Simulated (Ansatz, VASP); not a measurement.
# Two plane-wave programs on SnSe

File INCAR:

```
PREC     = Accurate       # precision mode
ENCUT    = 500            # plane-wave cutoff, eV
EDIFF    = 1E-6           # SCF threshold, eV
ISMEAR   = -1             # smearing method
SIGMA    = 0.05           # smearing width, eV
LREAL    = F              # projectors in reciprocal space
LASPH    = T              # aspherical terms in the spheres
NELM     = 120            # most SCF steps
ALGO     = Normal         # electronic algorithm
ISIF     = 2              # what is computed and relaxed
LWAVE    = F              # write WAVECAR
LCHARG   = F              # write CHGCAR
GGA      = PE             # functional
NBANDS   = 17             # bands
GGA_COMPAT= F
```

KPOINTS

```
Automatic mesh
0
Gamma
  11 11 11
```

Contents of POSCAR:

```
SnSe
1.0
    0.0000000000      3.3197879068      3.3197879068
    3.3197879068      0.0000000000      3.3197879068
    3.3197879068      3.3197879068      0.0000000000
Sn Se
1 1
Direct
    0.0000000000      0.0000000000      0.0000000000
    0.2500000000      0.2500000000      0.2500000000
```

Input for Ansatz:

```yaml
crystal:
  lattice:
    - [0.0, 3.3197879068, 3.3197879068]
    - [3.3197879068, 0.0, 3.3197879068]
    - [3.3197879068, 3.3197879068, 0.0]
  atoms:
    - { symbol: Sn, position: [0.0, 0.0, 0.0] }
    - { symbol: Se, position: [0.25, 0.25, 0.25] }
kpoints:
  mp_grid: { grid: [11, 11, 11] }
scf:
  occupations: { method: fermi_dirac, width: 0.05 }
hamiltonian:
  xc: pbe
  pseudopotentials: { kind: paw }
output:
  forces: true
  stress: true
  eigenvalues: true
  populations: true
  write_density: true
  write_potential: true
  elf: true
  volumetric_format: npy
```

Change from the starting cell: volume scaled by 0.94, PAW files.

Alike in both runs: task single point; functional PBE; k mesh 11 × 11 × 11; occupations fermi-dirac, width 0.05 eV; no spin polarisation.

|  | VASP | Ansatz |
| --- | --- | --- |
| version | VASP 6.6.1 | Ansatz 0.2.0 |
| potentials or method | VASP PAW PBE potentials, release 64 (Sn_d, Se) | PAW with Ansatz's default frozen-core files, scalar-relativistic |
| plane-wave cutoff (eV) | 500 | 420 |
| valence electrons in the cell | 20 | 30 |

|  | VASP | Ansatz | Ansatz less VASP |
| --- | --- | --- | --- |
| pressure (GPa) | 2.1 | 2.1 | -0.01 |

With one functional, cell and mesh, what is left measures potentials, basis and numerics. VASP's potentials hold 20 valence electrons a cell and Ansatz's 30, so a difference there can come from the potentials and not from the codes.
